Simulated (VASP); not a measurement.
Crystal: AlSn.

```xyz
2
Lattice="4.1981 0.0000 0.0000 -2.0991 3.6357 0.0000 0.0000 0.0000 3.3068" Properties=species:S:1:pos:R:3 pbc="T T T"
Sn    0.0000    2.4238    1.6534
Al    0.0000    0.0000    0.0000
```

Base run:

| Property | Result |
| --- | --- |
| Program | VASP 6.6.1 |
| Functional | revPBE |
| Potentials or basis | VASP PAW PBE potentials, release 64 (Sn_d, Al) |
| Cutoff | 520 eV |
| k mesh | 7 × 7 × 8 |
| Occupations | fermi-dirac, width 0.05 eV |
| Spin | no spin polarisation |

Its results: pressure 1.1 GPa.

**Question.** The run is repeated on the same cell with these changes: functional from revPBE to r2SCAN; further incar settings from ALGO = Fast; EDIFF = 1e-07; NBANDS = 16 to ALGO = Normal; EDIFF = 1e-06; NBANDS = 16. What comes out?

**Answer.** Pressure -1.2 GPa.

Caveats: the PAW data sets were made with another functional, which shifts forces and pressure a little.
